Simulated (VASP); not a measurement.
Wanted: the native input for a VASP 6.6.1 run.

```
Task                   : relaxation of cell and atoms
Functional             : PBE
Potentials or basis    : VASP PAW PBE potentials, release 64 (V_sv, I)
Cutoff                 : 600 eV
k mesh                 : 4 × 4 × 4
Occupations            : gaussian, width 0.1 eV
Spin                   : collinear spin
Starting moments       : [0.12, 0.12, 0.12, 0.0] μB
Dipole correction      : no
Further INCAR settings : ALGO = Normal; EDIFF = 1e-06; IBRION = 2; EDIFFG = -0.04; NSW = 90; ISIF = 3
```

The structure of V3I lies in POSCAR:

```
V3I
1.0
    4.2973687295      0.0000000000      0.0000000000
    0.0000000000      4.2973687295      0.0000000000
    0.0000000000      0.0000000000      4.2973687295
V I
3 1
Direct
    0.0000000000      0.5000000000      0.5000000000
    0.5000000000      0.0000000000      0.5000000000
    0.5000000000      0.5000000000      0.0000000000
    0.0000000000      0.0000000000      0.0000000000
```

One way to write it, as run:

INCAR

```
SYSTEM = V3I
ALGO = Normal
EDIFF = 1E-6
EDIFFG = -0.04
ENCUT = 600
GGA = PE
IBRION = 2
ISIF = 3
ISMEAR = 0
ISPIN = 2
LASPH = .True.
LCHARG = .False.
LMAXMIX = 4
LORBIT = 11
LREAL = .False.
LWAVE = .False.
MAGMOM = 0.12 0.12 0.12 0
NELM = 150
NSW = 90
PREC = Accurate
SIGMA = 0.1
```

KPOINTS

```
k-points
0
Gamma
  4 4 4
  0 0 0
```

Potentials or basis: VASP PAW PBE potentials, release 64 (V_sv, I).

Launch:

```console
$ cat potpaw_PBE.64/V_sv/POTCAR potpaw_PBE.64/I/POTCAR > POTCAR
$ mpirun -np 1 vasp_std > vasp.out
```

It gave:

The relaxed volume is 15.28 Å³/atom and the relaxed cell is a = 3.939 Å, b = 3.939 Å, c = 3.939 Å, α = 90.00°, β = 90.00°, γ = 90.00°. The space group after relaxing (to 0.1 Å) is Pm-3m (No. 221). The energy gained by relaxing is 357.8 meV/atom. The ionic steps are 4. The pressure after relaxing is 0.2 GPa and the band gap on the k mesh is zero (filled and empty bands overlap). The net moment is 0.00 μB per cell and the valence electrons inside the program's atomic spheres are V 11.60; I 4.38.

Caveat: the k points lie up to 0.40 Å⁻¹ apart in the final cell; the volume moved by over 15 % at a fixed basis, so the end points are rough; spin-orbit coupling is left out, which moves the levels of the heavy elements.

Run time: 2 min on 1 thread of AMD EPYC 9R45 96-Core Processor (Zen 5), on a shared host, peak memory 0.23 GiB.
